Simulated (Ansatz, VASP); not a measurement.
## F: VASP beside Ansatz

Contents of INCAR:

```
  PREC = Accurate
  ENCUT = 520
  EDIFF = 1E-7
  ISMEAR = 0
  SIGMA = 0.05
  LREAL = F
  LASPH = T
  NELM = 100
  ALGO = Normal
  ISIF = 2
  LWAVE = F
  LCHARG = F
  GGA = PS
  NBANDS = 22
```

The input KPOINTS:

```
regular mesh
0
Gamma
  4 4 2
```

File POSCAR:

```
F
1.0
    3.0111171686     -1.7305922359     -0.2322433325
    3.0111171686      1.7305922359     -0.2322433325
   -2.2641300902      0.0000000000      6.9305478688
F
4
Direct
    0.0848459664      0.0848459664      0.0860117137
    0.9151540336      0.9151540336      0.9139882863
    0.5015719855      0.5015719855      0.5937195244
    0.4984280145      0.4984280145      0.4062804756
```

Input for Ansatz:

```yaml
crystal:
  lattice:
    - [3.0111171686, -1.7305922359, -0.2322433325]
    - [3.0111171686, 1.7305922359, -0.2322433325]
    - [-2.2641300902, 0.0, 6.9305478688]
  atoms:
    - { symbol: F, position: [0.0848459664, 0.0848459664, 0.0860117137] }
    - { symbol: F, position: [0.9151540336, 0.9151540336, 0.9139882863] }
    - { symbol: F, position: [0.5015719855, 0.5015719855, 0.5937195244] }
    - { symbol: F, position: [0.4984280145, 0.4984280145, 0.4062804756] }
basis:
  ecutwfc: 520.0
kpoints:
  mp_grid: { grid: [4, 4, 2] }
hamiltonian:
  xc: pbesol
scf:
  occupations: { method: gaussian, width: 0.05 }
output:
  forces: true
  stress: true
  eigenvalues: true
```

Alike in both runs: task single point; functional PBEsol; k mesh 4 × 4 × 2; occupations gaussian, width 0.05 eV; no spin polarisation.

|  | VASP | Ansatz |
| --- | --- | --- |
| version | VASP 6.6.1 | Ansatz 0.2.0 |
| potentials or method | VASP PAW PBE potentials, release 64 (F), cutoff 520 eV | scalar-relativistic, plane waves, PAW |
| valence electrons in the cell | 28 | 28 |

```tsv
	VASP	Ansatz	Ansatz less VASP
gap on the k mesh at the Fermi level (eV)	3.50	3.59	+0.085
least direct gap on the mesh (eV)	3.56	3.65	+0.085
pressure (GPa)	9.2	8.3	-0.91
traceless stress, the component that is largest in VASP (GPa)	13.31	11.16	-2.153
rms of the force components (eV/Å)	3.152	2.722	-0.4305
```

VASP's potentials were made for PBE, not for PBEsol. Atom by atom the forces differ by 0.443 eV/Å (rms over components). With one functional, cell and mesh, what is left measures potentials, basis and numerics.

The k mesh is coarse, so the values compare programs but aren't converged.
